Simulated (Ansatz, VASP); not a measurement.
**Two plane-wave programs on HgTe**

```xyz
2
Lattice="0.0000 3.3268 3.3268 3.3268 0.0000 3.3268 3.3268 3.3268 0.0000" Properties=species:S:1:pos:R:3 pbc="T T T"
Hg    0.0000    0.0000    0.0000
Te    1.6634    1.6634    1.6634
```

Alike in both runs: functional PBE; k mesh 9 × 9 × 9; occupations fermi-dirac, width 0.1 eV; no spin polarisation.

Ansatz relaxed the structure, and its values are those at the end. VASP's run is a single point on that final structure, the one shown.

|  | VASP | Ansatz |
| --- | --- | --- |
| version | VASP 6.6.1 | Ansatz 0.2.0 |
| potentials or method | VASP PAW PBE potentials, release 64 (Hg, Te), cutoff 520 eV | PAW plane waves |
| valence electrons in the cell | 18 | 36 |

```tsv
	VASP	Ansatz	Ansatz less VASP
gap on the k mesh at the Fermi level (eV)	none	none	-
pressure (GPa)	0.0	0.0	-0.04
```

A gap of «none» marks a metal or a gap that the smearing closes. With one functional, cell and mesh, what is left measures potentials, basis and numerics. VASP's potentials hold 18 valence electrons a cell and Ansatz's 36, so a difference there can come from the potentials and not from the codes.

Spin-orbit coupling is off throughout.
